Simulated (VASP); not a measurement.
# MgWSe3 (Pm-3m) in VASP: further runs

MgWSe3 is run at these levels: PBE; tasks: single point, relaxation of cell and atoms.

Program: VASP 6.6.1. These are calculated values, not measurements. Logs are shortened: lines on timing, memory, paths and dates and some standing lists are left out, and cuts for length are marked.

### Step 1. The cell of the first run

The structure is cubic, space group Pm-3m (No. 221). The conventional cell has a = 4.816 Å, b = 4.816 Å, c = 4.816 Å, α = 90.00°, β = 90.00°, γ = 90.00°. Within 3.2 Å of Mg (site symmetry m-3m) lie 6 Se at 2.41 Å. W (site symmetry m-3m) has 12 Se at 3.41 Å and 8 Mg at 4.17 Å within 4.5 Å. Within 3.2 Å of Se (site symmetry 4/mmm) lie 2 Mg at 2.41 Å.

### Step 2. Single point, PBE

INCAR reads:

```
SYSTEM = MgWSe3
PREC = Accurate ; ENCUT = 520
EDIFF = 1E-7 ; ISMEAR = 0
SIGMA = 0.1 ; LREAL = .FALSE.
LASPH = .TRUE. ; NELM = 100
ALGO = Normal ; ISIF = 2
LWAVE = .FALSE. ; LCHARG = .TRUE.
GGA = PE ; LELF = .TRUE.
LVHAR = .TRUE. ; NBANDS = 25
```

KPOINTS reads:

```
regular mesh
0
G
  8 8 8
  0 0 0
```

POSCAR reads:

```
MgWSe3
1.0
    4.8160025586      0.0000000000      0.0000000000
    0.0000000000      4.8160025586      0.0000000000
    0.0000000000      0.0000000000      4.8160025586
Mg W Se
1 1 3
Direct
    0.0000000000      0.0000000000      0.0000000000
    0.5000000000      0.5000000000      0.5000000000
    0.5000000000      0.0000000000      0.0000000000
    0.0000000000      0.5000000000      0.0000000000
    0.0000000000      0.0000000000      0.5000000000
```

Potentials or basis: VASP PAW PBE potentials, release 64 (Mg, W_sv, Se).

Run with:

```console
$ cat potpaw_PBE.64/Mg/POTCAR potpaw_PBE.64/W_sv/POTCAR potpaw_PBE.64/Se/POTCAR > POTCAR
$ mpirun -np 1 vasp_std > vasp.out
```

OUTCAR:

```text
SYSTEM = MgWSe3
   PREC = Accurate
   ENCUT = 520
   EDIFF = 1E-7
   ISMEAR = 0
   LREAL = .FALSE.
   LASPH = .TRUE.
   NELM = 100
   ISIF = 2
   GGA = PE

 ion  position               nearest neighbor table
   1  0.000  0.000  0.000-   3 2.41   4 2.41   5 2.41   5 2.41   4 2.41   3 2.41
   2  0.500  0.500  0.500-
   3  0.500  0.000  0.000-   1 2.41   1 2.41
   4  0.000  0.500  0.000-   1 2.41   1 2.41
   5  0.000  0.000  0.500-   1 2.41   1 2.41

  LATTYP: Found a simple cubic cell.
 ALAT       =     4.8160025586

  Lattice vectors:

 A1 = (   4.8160025586,   0.0000000000,   0.0000000000)
 A2 = (   0.0000000000,   4.8160025586,   0.0000000000)
 A3 = (   0.0000000000,   0.0000000000,   4.8160025586)

Analysis of symmetry for initial positions (statically):
=====================================================================
 Subroutine PRICEL returns:
 Original cell was already a primitive cell.

 Routine SETGRP: Setting up the symmetry group for a
 simple cubic supercell.

 Subroutine GETGRP returns: Found 48 space group operations
 (whereof 48 operations were pure point group operations)
 out of a pool of 48 trial point group operations.

The static configuration has the point symmetry O_h .

Analysis of symmetry for dynamics (positions and initial velocities):
=====================================================================
 Subroutine PRICEL returns:
 Original cell was already a primitive cell.

 Routine SETGRP: Setting up the symmetry group for a
 simple cubic supercell.

 Subroutine GETGRP returns: Found 48 space group operations
 (whereof 48 operations were pure point group operations)
 out of a pool of 48 trial point group operations.

The dynamic configuration has the point symmetry O_h .

 Subroutine INISYM returns: Found 48 space group operations
 (whereof 48 operations are pure point group operations),
 and found     1 'primitive' translations

----------------------------------------------------------------------------------------

                                     Primitive cell

  volume of cell :     111.7018

  direct lattice vectors                    reciprocal lattice vectors
     4.816002559  0.000000000  0.000000000     0.207641086  0.000000000  0.000000000
     0.000000000  4.816002559  0.000000000     0.000000000  0.207641086  0.000000000
     0.000000000  0.000000000  4.816002559     0.000000000  0.000000000  0.207641086

  length of vectors
     4.816002559  4.816002559  4.816002559     0.207641086  0.207641086  0.207641086

  position of ions in fractional coordinates (direct lattice)
     0.000000000  0.000000000  0.000000000
     0.500000000  0.500000000  0.500000000
     0.500000000  0.000000000  0.000000000
     0.000000000  0.500000000  0.000000000
     0.000000000  0.000000000  0.500000000

  ion indices of the primitive-cell ions
   primitive index   ion index
                 1           1
                 2           2
                 3           3
                 4           4
                 5           5

----------------------------------------------------------------------------------------

 KPOINTS: regular mesh

Automatic generation of k-mesh.
 Grid dimensions read from file:
 generate k-points for:    8    8    8

 Generating k-lattice:

  Cartesian coordinates                     Fractional coordinates (reciprocal lattice)
     0.025955136  0.000000000  0.000000000     0.125000000  0.000000000  0.000000000
     0.000000000  0.025955136  0.000000000     0.000000000  0.125000000  0.000000000
     0.000000000  0.000000000  0.025955136     0.000000000  0.000000000  0.125000000

  Length of vectors
     0.025955136  0.025955136  0.025955136

  Shift w.r.t. Gamma in fractional coordinates (k-lattice)
     0.000000000  0.000000000  0.000000000

 Subroutine IBZKPT returns following result:
 ===========================================

 Found     35 irreducible k-points:

 Following reciprocal coordinates:
            Coordinates               Weight
  0.000000  0.000000  0.000000      1.000000
  0.125000  0.000000  0.000000      6.000000
  0.250000  0.000000  0.000000      6.000000
  0.375000  0.000000  0.000000      6.000000
  0.500000  0.000000  0.000000      3.000000
  0.125000  0.125000  0.000000     12.000000
[... 16 lines left out ...]
  0.375000  0.375000  0.125000     24.000000
  0.500000  0.375000  0.125000     24.000000
 [... further k-points ...]
   k-points           NKPTS =     35   k-points in BZ     NKDIM =     35   number of bands    NBANDS=     25
   number of dos      NEDOS =    301   number of ions     NIONS =      5
   total plane-waves  NPLWV =  46656
   dimension x,y,z NGX =    36 NGY =   36 NGZ =   36
   dimension x,y,z NGXF=    72 NGYF=   72 NGZF=   72
   ions per type =               1   1   3
   NGX,Y,Z   is equivalent  to a cutoff of  12.43, 12.43, 12.43 a.u.
   NGXF,Y,Z  is equivalent  to a cutoff of  24.85, 24.85, 24.85 a.u.
 SYSTEM =  MgWSe3
   PREC   = accura    normal or accurate (medium, high low for compatibility)
   ISTART =      0    job   : 0-new  1-cont  2-samecut
   ICHARG =      2    charge: 1-file 2-atom 10-const
   ISPIN  =      1    spin polarized calculation?
   LNONCOLLINEAR =      F non collinear calculations
   LSORBIT =      F    spin-orbit coupling
   LASPH  =      T    aspherical Exc in radial PAW
   ENCUT  =  520.0 eV  38.22 Ry    6.18 a.u.   8.95  8.95  8.95*2*pi/ulx,y,z
   NELM   =    100;   NELMIN=  2; NELMDL= -5     # of ELM steps
   EDIFF  = 0.1E-06   stopping-criterion for ELM
   LREAL  =      F    real-space projection
   EDIFFG = 0.1E-05   stopping-criterion for IOM
   NSW    =      0    number of steps for IOM
   IBRION =     -1    ionic relax: 0-MD 1-quasi-New 2-CG
   NFREE  =      0    steps in history (QN), initial steepest desc. (CG)
   ISIF   =      2    stress and relaxation
   ISYM   =      2    0-nonsym 1-usesym 2-fastsym
   POTIM  = 0.5000    time-step for ionic-motion
   TEBEG  =    0.0;   TEEND  =   0.0 temperature during run
   PSTRESS=    0.0 pullay stress
   NELECT =      34.0000    total number of electrons
   NUPDOWN=      -1.0000    fix difference up-down
   EMIN   =  10.00;   EMAX   =-10.00  energy-range for DOS
   EFERMI =   0.00;   METHOD = LEGACY
   ISMEAR =     0;   SIGMA  =   0.10  broadening in eV -4-tet -1-fermi 0-gaus
   EFERMI_NEDOS =   21; number of points for ismear=-14 and -15
   IALGO  =     38    algorithm
   IMIX   =      4    mixing-type and parameters
     AMIX     =   0.40;   BMIX     =  1.00
     AMIX_MAG =   1.60;   BMIX_MAG =  1.00
  volume/ion in A,a.u.               =      22.34       150.76
  Fermi-wavevector in a.u.,A,eV,Ry     =   1.101238  2.081038 16.500120  1.212725
  Thomas-Fermi vector in A             =   2.237662
   LORBIT       =      0    0 simple, 1 ext, 2 COOP (PROOUT), +10 PAW based schemes
   GGA     = PE    functional components
   LHFCALC =     F    Hartree Fock is set to
   AEXX    =    0.0000 exact exchange contribution
   IVDW    =     0    specifies the selected vdW correction
   LEPSILON=     F    determine dielectric tensor
   LRPA    =     F    only Hartree local field effects (RPA)
 non-spin polarized calculation
 Gauss-broadening in eV      SIGMA  =   0.10
  energy-cutoff  :      520.00
  volume of cell :      111.70
 maximum number of plane-waves:      3032
 NGX is ok and might be reduce to    36
   NGX = 17   NGY = 17   NGZ = 17

 number of electron      33.9999990 magnetization

 Free energy of the ion-electron system (eV)
  ---------------------------------------------------
  ext. energy  EPLUGINS =         0.00000000
  ---------------------------------------------------
  free energy    TOTEN  =       -19.32121191 eV

  energy without entropy =      -19.27027024  energy(sigma->0) =      -19.29574107

 E-fermi :   4.1353     XC(G=0): -10.0272

 val. band max:        4.1316485890   @ k =   0.3750   0.2500   0.2500
 cond. band min:       4.1424485938   @ k =   0.5000   0.2500   0.2500
 fundamental gap:      0.0108000048
 Fermi energy:         4.1353344305

 k-point     1 :       0.0000    0.0000    0.0000
  band No.  band energies     occupation
      1     -70.7765      2.00000
      2     -34.8541      2.00000
      3     -34.8541      2.00000
      4     -34.8541      2.00000
      5      -9.8038      2.00000
      6      -7.5755      2.00000
[... 17 lines left out ...]
     24      10.5260      0.00000
     25      10.5260      0.00000

 k-point     2 :       0.1250    0.0000    0.0000
  band No.  band energies     occupation
      1     -70.7765      2.00000
      2     -34.8542      2.00000
      3     -34.8540      2.00000
      4     -34.8540      2.00000
      5      -9.7423      2.00000
      6      -7.6700      2.00000
[... 17 lines left out ...]
     24      10.4757      0.00000
     25      10.8007      0.00000

 k-point     3 :       0.2500    0.0000    0.0000
  band No.  band energies     occupation
      1     -70.7765      2.00000
      2     -34.8545      2.00000
      3     -34.8540      2.00000
      4     -34.8540      2.00000
      5      -9.5672      2.00000
      6      -7.9239      2.00000
[... 17 lines left out ...]
     24       9.9126      0.00000
     25      10.3543      0.00000

 k-point     4 :       0.3750    0.0000    0.0000
  band No.  band energies     occupation
      1     -70.7765      2.00000
      2     -34.8547      2.00000
      3     -34.8540      2.00000
      4     -34.8540      2.00000
      5      -9.3188      2.00000
      6      -8.2501      2.00000
[... 17 lines left out ...]
     24      10.2333      0.00000
     25      10.6627      0.00000
[... 477 lines left out ...]
 k-point    22 :       0.5000    0.2500    0.1250
  band No.  band energies     occupation
      1     -70.7765      2.00000
      2     -34.8548      2.00000
      3     -34.8544      2.00000
      4     -34.8541      2.00000
      5      -8.8970      2.00000
      6      -8.3724      2.00000
[... 17 lines left out ...]
     24       9.4079      0.00000
     25      10.9525      0.00000

 k-point    23 :       0.3750    0.3750    0.1250
  band No.  band energies     occupation
      1     -70.7765      2.00000
      2     -34.8547      2.00000
      3     -34.8547      2.00000
      4     -34.8541      2.00000
      5      -8.8324      2.00000
      6      -8.2220      2.00000
[... 17 lines left out ...]
     24      10.2019      0.00000
     25      10.5330      0.00000

 k-point    24 :       0.5000    0.3750    0.1250
  band No.  band energies     occupation
      1     -70.7765      2.00000
      2     -34.8548      2.00000
      3     -34.8547      2.00000
      4     -34.8540      2.00000
      5      -8.6650      2.00000
      6      -8.3324      2.00000
[... 17 lines left out ...]
     24      10.0111      0.00000
     25      10.6377      0.00000

 [... further k-points ...]

------------------------ aborting loop because EDIFF is reached ----------------------------------------

  FORCE on cell =-STRESS in cart. coord.  units (eV):
  Direction    XX          YY          ZZ          XY          YZ          ZX
  --------------------------------------------------------------------------------------
  -------------------------------------------------------------------------------------
  Total        0.0348312      0.0348312      0.0348312     -0.0000000      0.0000000     -0.0000000
  in kB        0.4995959      0.4995959      0.4995959     -0.0000000      0.0000000     -0.0000000
  external PRESSURE =       0.4995959 kB  Pullay stress =       0.0000000 kB

 VOLUME and BASIS-vectors are now :
 -----------------------------------------------------------------------------
  energy-cutoff  :      520.00
  volume of cell :      111.70
      direct lattice vectors                 reciprocal lattice vectors
     4.816002559  0.000000000  0.000000000     0.207641086  0.000000000  0.000000000
     0.000000000  4.816002559  0.000000000     0.000000000  0.207641086  0.000000000
     0.000000000  0.000000000  4.816002559     0.000000000  0.000000000  0.207641086

 POSITION                                       TOTAL-FORCE (eV/Angst)
 -----------------------------------------------------------------------------------
      0.00000      0.00000      0.00000         0.000000      0.000000      0.000000
      2.40800      2.40800      2.40800         0.000000      0.000000      0.000000
      2.40800      0.00000      0.00000         0.000000      0.000000      0.000000
      0.00000      2.40800      0.00000         0.000000      0.000000      0.000000
      0.00000      0.00000      2.40800         0.000000      0.000000      0.000000
 -----------------------------------------------------------------------------------
    total drift:                                0.000000      0.000000      0.000000

  FREE ENERGIE OF THE ION-ELECTRON SYSTEM (eV)
  ---------------------------------------------------
  free  energy   TOTEN  =       -19.3212119138 eV

  energy  without entropy=      -19.2702702356  energy(sigma->0) =      -19.29574107
```

Run time: 46 s. Hardware: 1 thread of Intel Xeon 6975P-C (Granite Rapids), shared host; peak memory 0.26 GiB.

What came out:

```
Free energy            : -19.3212 eV
Pressure               : 0.0 GPa
Band gap on the k mesh : zero (band 17 reaches 4.36 eV, above the bottom of band 18 at 3.82 eV)
```

Caveat: spin-orbit coupling is left out, which moves the levels of the heavy elements.

### Step 3. Relaxation of cell and atoms, PBE

This run uses another cell than the first one, of 22.21 Å³/atom, 0.994 times its volume.

INCAR reads:

```
SYSTEM = MgWSe3
ALGO = Normal
EDIFF = 1E-6
EDIFFG = -0.01
ENCUT = 600
GGA = PE
IBRION = 2
ISIF = 3
ISMEAR = 0
LASPH = .TRUE.
LCHARG = .FALSE.
LREAL = .FALSE.
LWAVE = .FALSE.
NELM = 100
NSW = 100
PREC = Accurate
SIGMA = 0.1
```

KPOINTS reads:

```
k-points
0
G
  8 8 8
  0 0 0
```

Edit POSCAR of step 2 so:

```diff
@@ -2,5 +2,5 @@
 1.0
-    4.8160025586      0.0000000000      0.0000000000
-    0.0000000000      4.8160025586      0.0000000000
-    0.0000000000      0.0000000000      4.8160025586
+    4.8066793831      0.0000000000      0.0000000000
+    0.0000000000      4.8066793831      0.0000000000
+    0.0000000000      0.0000000000      4.8066793831
 Mg W Se
```

Potentials or basis: VASP PAW PBE potentials, release 64 (Mg, W_sv, Se).

Run with:

```console
$ cat potpaw_PBE.64/Mg/POTCAR potpaw_PBE.64/W_sv/POTCAR potpaw_PBE.64/Se/POTCAR > POTCAR
$ mpirun -np 1 vasp_std > vasp.out
```

Run time: 1.8 min. Hardware: 1 thread of Intel Xeon 6975P-C (Granite Rapids), shared host; peak memory 0.33 GiB.

It converged, with:

```
Free energy                            : -19.3212 eV
Relaxed volume                         : 22.36 Å³/atom
Relaxed cell                           : a = 4.817 Å, b = 4.817 Å, c = 4.817 Å, α = 90.00°, β = 90.00°, γ = 90.00°
Space group after relaxing (to 0.05 Å) : Pm-3m (No. 221)
Energy gained by relaxing              : 0.2 meV/atom
Ionic steps                            : 3
Pressure after relaxing                : 0.0 GPa
```

Step by step:
```
step  energy change (eV)  largest force (eV/Å)  pressure (GPa)  volume (Å³)
   1              0.0000                0.0000            0.43       111.05
   2             -0.0009                0.0000           -0.13       112.03
   3             -0.0010                0.0000            0.00       111.79
```

Final structure:
```
Mg W Se
1.0
     4.81722    0.00000    0.00000
     0.00000    4.81722    0.00000
     0.00000    0.00000    4.81722
Mg W Se
1 1 3
Direct
  0.00000 0.00000 0.00000
  0.50000 0.50000 0.50000
  0.50000 0.00000 0.00000
  0.00000 0.50000 0.00000
  0.00000 0.00000 0.50000
```

Levels at points of the mesh, in eV from the Fermi level:
```tsv
k point	band 13	band 14	band 15	band 16	band 17	band 18	band 19	band 20	band 21
(0.00, 0.00, 0.00)	-0.92	-0.92	-0.47	-0.47	-0.32	-0.32	-0.32	-0.05	-0.05
(0.50, 0.00, 0.00)	-2.15	-2.15	-0.94	-0.94	-0.24	-0.01	1.38	1.49	1.49
(0.50, 0.50, 0.00)	-2.25	-2.25	-0.45	-0.45	-0.18	0.06	1.34	1.34	1.57
(0.50, 0.50, 0.50)	-0.39	-0.39	-0.01	-0.01	-0.01	0.11	0.11	0.78	0.78
```

Caveat: the bands computed are all filled at some k points, so no gap is given; spin-orbit coupling is left out, which moves the levels of the heavy elements.
